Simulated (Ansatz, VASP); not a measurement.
# MgO: VASP beside Ansatz

File INCAR:

```
PREC = Accurate
ENCUT = 520
EDIFF = 1E-6
ISMEAR = 0
SIGMA = 0.02
LREAL = False
LASPH = True
NELM = 100
ALGO = Normal
ISIF = 2
LWAVE = False
LCHARG = True
GGA = PS
LELF = True
LVHAR = True
NBANDS = 16
```

The input KPOINTS:

```
regular mesh
0
Gamma
  12 12 6
```

Contents of POSCAR:

```
MgO
1.0
    3.3150785077      0.0000000000      0.0000000000
   -1.6575392538      2.8709422032      0.0000000000
    0.0000000000      0.0000000000      5.1182377532
Mg O
2 2
Direct
    0.3333333333      0.6666666667      0.0061939067
    0.6666666667      0.3333333333      0.5061939067
    0.3333333333      0.6666666667      0.3984060833
    0.6666666667      0.3333333333      0.8984060833
```

Input for Ansatz:

```yaml
crystal:
  lattice:
    - [3.3150785077, 0.0, 0.0]
    - [-1.6575392538, 2.8709422032, 0.0]
    - [0.0, 0.0, 5.1182377532]
  atoms:
    - { symbol: Mg, position: [0.3333333333, 0.6666666667, 0.0061939067] }
    - { symbol: Mg, position: [0.6666666667, 0.3333333333, 0.5061939067] }
    - { symbol: O, position: [0.3333333333, 0.6666666667, 0.3984060833] }
    - { symbol: O, position: [0.6666666667, 0.3333333333, 0.8984060833] }
basis:
  ecutwfc: 420
kpoints:
  mp_grid: { grid: [12, 12, 6] }
  band_path:
    path:
      - [[0.0, 0.0, 0.0], [0.5, 0.0, 0.0], [0.33333333, 0.33333333, 0.0], [0.0, 0.0, 0.0], [0.0, 0.0, 0.5], [0.5, 0.0, 0.5], [0.33333333, 0.33333333, 0.5], [0.0, 0.0, 0.5]]
      - [[0.5, 0.0, 0.5], [0.5, 0.0, 0.0]]
      - [[0.33333333, 0.33333333, 0.5], [0.33333333, 0.33333333, 0.0]]
    npoints: 14
hamiltonian:
  xc: pbesol
scf:
  occupations: { method: gaussian, width: 0.02 }
  n_extra_bands: 10
output:
  forces: true
  stress: true
  eigenvalues: true
  populations: true
  dos: { projected: true, de: 0.02, nscf_kmesh: { grid: [18, 18, 9] } }
  bader: true
```

Alike in both runs: task single point; functional PBEsol; k mesh 12 × 12 × 6; occupations gaussian, width 0.02 eV; no spin polarisation.

|  | VASP | Ansatz |
| --- | --- | --- |
| version | VASP 6.6.1 | Ansatz 0.2.0 |
| potentials or method | VASP PAW PBE potentials, release 64 (Mg, O), cutoff 520 eV | scalar-relativistic, plane waves, PAW |
| valence electrons in the cell | 16 | 32 |

|  | VASP | Ansatz | Ansatz less VASP |
| --- | --- | --- | --- |
| gap on the k mesh at the Fermi level (eV) | 3.28 | 3.28 | +0.001 |
| least direct gap on the mesh (eV) | 3.28 | 3.28 | +0.001 |
| pressure (GPa) | -3.1 | -2.8 | +0.32 |
| traceless stress, the component that is largest in VASP (GPa) | -0.08 | -0.10 | -0.019 |

VASP's potentials were made for PBE, not for PBEsol. VASP's potentials hold 16 valence electrons a cell and Ansatz's 32, so a difference there can come from the potentials and not from the codes.
